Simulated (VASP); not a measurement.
SnSe2, 3 atoms in the cell. The structure is trigonal, space group P-3m1 (No. 164). Conventional cell: a = 3.811 Å, b = 3.811 Å, c = 6.136 Å, α = 90.00°, β = 90.00°, γ = 120.00°. Sn (site symmetry -3m) has 6 Se at 2.68 Å within 3.5 Å. Within 3.5 Å of Se (site symmetry 3m) lie 3 Sn at 2.68 Å. 

```yaml
Program: VASP 6.6.1
Task: single point
Functional: PBE-based global hybrid with 10 % exact exchange
Potentials_or_basis: VASP PAW PBE potentials, release 64 (Sn_d, Se)
Cutoff: 400 eV
k_mesh: 6 × 6 × 2
Occupations: fermi-dirac, width 0.05 eV
Spin: no spin polarisation
Dipole_correction: no
Grid_for_exact_exchange_PRECFOCK: Normal
Share_of_exact_exchange: 0.1
Further_INCAR_settings: ALGO = Normal; EDIFF = 1e-06; NBANDS = 20
```

Potentials or basis: VASP PAW PBE potentials, release 64 (Sn_d, Se).

Command:

```sh
$ cat potpaw_PBE.64/Sn_d/POTCAR potpaw_PBE.64/Se/POTCAR > POTCAR
$ cp INCAR.step1 INCAR
$ mpirun -np 1 vasp_std > vasp.out
$ cp INCAR.step2 INCAR
$ mpirun -np 1 vasp_std > vasp.out
```

Hardware: 1 thread of Intel(R) Xeon(R) Platinum 8375C CPU @ 2.90GHz (Ice Lake), with other jobs on the host.

Problem. How long does it take, and how much memory?

Solution. Run time: 22 min on 1 thread of Intel(R) Xeon(R) Platinum 8375C CPU @ 2.90GHz (Ice Lake) (shared host), peak memory 0.19 GiB. Counts: k points 14.
